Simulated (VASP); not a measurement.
MgCuGe, 6 atoms in the cell. It takes space group P4/nmm (No. 129, tetragonal). Conventional cell: a = 4.005 Å, b = 4.005 Å, c = 6.395 Å, α = 90.00°, β = 90.00°, γ = 90.00°. Mg (site symmetry -4m2) has 4 Cu at 2.76 Å and 4 Mg at 2.83 Å and 4 Ge at 2.87 Å within 3.6 Å. Within 3.2 Å of Cu (site symmetry 4mm) lie 5 Ge at 2.43 to 2.84 Å and 4 Mg at 2.76 Å. Ge (site symmetry 4mm) has 5 Cu at 2.43 to 2.84 Å and 4 Mg at 2.87 Å within 3.2 Å. 

- Program: VASP 6.6.1
- Task: single point
- Functional: BLYP
- Potentials or basis: VASP PAW PBE potentials, release 64 (Mg, Cu, Ge_d)
- Cutoff: 520 eV
- k mesh: 6 × 6 × 4
- Occupations: fermi-dirac, width 0.15 eV
- Spin: no spin polarisation
- Dipole correction: no
- Further INCAR settings: ALGO = Normal; EDIFF = 1e-07; NBANDS = 36

Potentials or basis: VASP PAW PBE potentials, release 64 (Mg, Cu, Ge_d).

The run is started by

```console
$ cat potpaw_PBE.64/Mg/POTCAR potpaw_PBE.64/Cu/POTCAR potpaw_PBE.64/Ge_d/POTCAR > POTCAR
$ mpirun -np 1 vasp_std > vasp.out
```

Hardware: 1 thread of Oxide Virtual Turin-like Processor, with other jobs on the host.

Task: How long does it take, and how much memory?

Result: It took 4.9 min on 1 thread of Oxide Virtual Turin-like Processor, on a shared host, peak memory 0.23 GiB. Counts: scf iterations 16, k points 30.
